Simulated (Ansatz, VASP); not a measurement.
# One calculation of Co, two programs

```
Co
1.0
     2.47200    0.00000    0.00000
    -1.23600    2.14081    0.00000
     0.00000    0.00000    4.02114
Co
2
Direct
  0.66667 0.33333 0.75000
  0.33333 0.66667 0.25000
```

Alike in both runs: task relaxation of cell and atoms; functional RPBE; k mesh 12 × 12 × 7; occupations fermi-dirac, width 0.05 eV; collinear spin.

```csv
,VASP,Ansatz
version,VASP 6.6.1,Ansatz 0.2.0
potentials or method,"VASP PAW PBE potentials, release 64 (Co), cutoff 600 eV","all-electron LAPW, scalar-relativistic"
```

```csv
,VASP,Ansatz,Ansatz less VASP
net moment per atom (μB),1.65,1.66,+0.010
size of the moment on the site where the two differ most (μB),1.68,1.73,+0.054
relaxed volume (Å³/atom),11.15,11.18,+0.034
relaxed cell length with the largest relative difference (Å),4.063,4.067,+0.0043
```

VASP's potentials were made for PBE, not for RPBE. Site moments also hang on the region over which each program counts them. Ansatz ran all-electron here, and VASP with PAW potentials.
